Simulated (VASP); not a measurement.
**Cr: relaxation of shape and atoms at fixed volume with r2SCAN**

Cr:

```
Cr
1.0
     2.36064    0.00000    0.00000
    -1.18032    2.04437    0.00000
     0.00000    0.00000    4.26028
Cr
2
Direct
  0.33333 0.66667 0.25000
  0.66667 0.33333 0.75000
```

This cell differs from its parent crystal: volume scaled by 0.88.

| Quantity | Value |
| --- | --- |
| Program | VASP 6.6.1 |
| Task | relaxation of shape and atoms at fixed volume |
| Functional | r2SCAN |
| Potentials or basis | VASP PAW PBE potentials, release 64 (Cr_pv) |
| Cutoff | 600 eV |
| k mesh | 18 × 18 × 10 |
| Occupations | gaussian, width 0.1 eV |
| Spin | no spin polarisation |
| Dipole correction | no |
| Further INCAR settings | ALGO = Normal; EDIFF = 1e-06; IBRION = 2; EDIFFG = -0.01; NSW = 50; ISIF = 4 |

* Energy gained by relaxing: 0.1 meV/atom
* Ionic steps: 3
* Pressure after relaxing: 42.9 GPa
* Band gap on the k mesh: zero (band 12 reaches 13.82 eV, above the bottom of band 13 at 12.07 eV)

The path:
| step | energy change (eV) | largest force (eV/Å) | pressure (GPa) | volume (Å³) |
| --- | --- | --- | --- | --- |
| 1 | 0.0000 | 0.0000 | 42.97 | 20.56 |
| 2 | -0.0002 | 0.0000 | 42.79 | 20.56 |
| 3 | -0.0003 | 0.0000 | 42.86 | 20.56 |

Final structure:
```yaml
crystal:
  lattice:
    - [2.36338, 0.00000, 0.00000]
    - [-1.18169, 2.04674, 0.00000]
    - [0.00000, 0.00000, 4.25042]
  atoms:
    - { symbol: Cr, position: [0.33333, 0.66667, 0.25000] }
    - { symbol: Cr, position: [0.66667, 0.33333, 0.75000] }
```

Levels at points of the mesh, in eV from the Fermi level:
| k point | band 8 | band 9 | band 10 | band 11 | band 12 | band 13 | band 14 | band 15 | band 16 |
| --- | --- | --- | --- | --- | --- | --- | --- | --- | --- |
| (0.00, 0.00, 0.00) | -4.98 | -1.74 | -0.52 | -0.52 | -0.37 | -0.10 | -0.10 | 1.46 | 1.46 |
| (0.50, 0.00, 0.00) | -4.36 | -4.28 | -1.20 | -0.70 | -0.47 | -0.11 | 2.98 | 3.54 | 3.69 |
| (0.00, 0.00, 0.50) | -6.39 | -2.20 | -2.20 | -0.47 | -0.47 | -0.47 | -0.47 | 2.35 | 2.35 |
| (0.50, 0.00, 0.50) | -4.94 | -3.24 | -3.24 | 1.26 | 1.26 | 1.54 | 1.54 | 3.62 | 3.62 |

Run time: 13 min on 1 thread of Oxide Virtual Turin-like Processor (shared host), peak memory 0.17 GiB.

Caveat: the cell differs from its parent crystal (volume scaled by 0.88); the PAW data sets were made with another functional, which shifts forces and pressure a little; the run has no spin polarisation, though such a crystal can be magnetic. Spin polarisation is off, so any magnetic state and its effect on volume and gap are missing.
